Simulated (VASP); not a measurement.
The system is Ru.

```
Ru
1.0
     2.70580    0.00000    0.00000
    -1.35290    2.34329    0.00000
     0.00000    0.00000    4.28190
Ru
2
Cartesian
  0.0000 1.5622 1.0705
  1.3529 0.7811 3.2114
```

| Quantity | Value |
| --- | --- |
| Program | VASP 6.6.1 |
| Task | relaxation of cell and atoms |
| Functional | PBEsol |
| Potentials or basis | VASP PAW PBE potentials, release 64 (Ru_pv) |
| Cutoff | 600 eV |
| k mesh | 18 × 18 × 10 |
| Occupations | gaussian, width 0.1 eV |
| Spin | no spin polarisation |

At the start: pressure -6.4 GPa; volume 13.57 Å³/atom.

Question: Where does the relaxation end?

Answer: Over 7 steps the energy falls by 5.3 meV/atom and the volume is 13.32 Å³/atom (-1.9 %); space group P6_3/mmc (No. 194, to 0.1 Å) before and after.

The path:
| step | energy change (eV) | largest force (eV/Å) | pressure (GPa) | volume (Å³) |
| --- | --- | --- | --- | --- |
| 1 | 0.0000 | 0.0000 | -6.43 | 27.15 |
| 2 | 0.1031 | 0.0000 | 24.61 | 25.06 |
| 3 | -0.0107 | 0.0000 | -0.12 | 26.64 |
| 4 | -0.0107 | 0.0000 | -0.03 | 26.63 |
| 5 | -0.0107 | 0.0000 | 0.11 | 26.62 |
| 6 | -0.0107 | 0.0000 | -0.27 | 26.65 |
| 7 | -0.0107 | 0.0000 | -0.01 | 26.63 |

Final structure:
```cif
data_structure
_symmetry_space_group_name_H-M 'P 1'
_symmetry_Int_Tables_number 1
_cell_length_a 2.6892
_cell_length_b 2.6892
_cell_length_c 4.2521
_cell_angle_alpha 90.000
_cell_angle_beta 90.000
_cell_angle_gamma 120.000
_cell_volume 26.63
loop_
_atom_site_label
_atom_site_type_symbol
_atom_site_fract_x
_atom_site_fract_y
_atom_site_fract_z
_atom_site_occupancy
Ru1 Ru 0.33333 0.66667 0.25000 1
Ru2 Ru 0.66667 0.33333 0.75000 1
```

Caveat: the PAW data sets were made with another functional, which shifts forces and pressure a little.
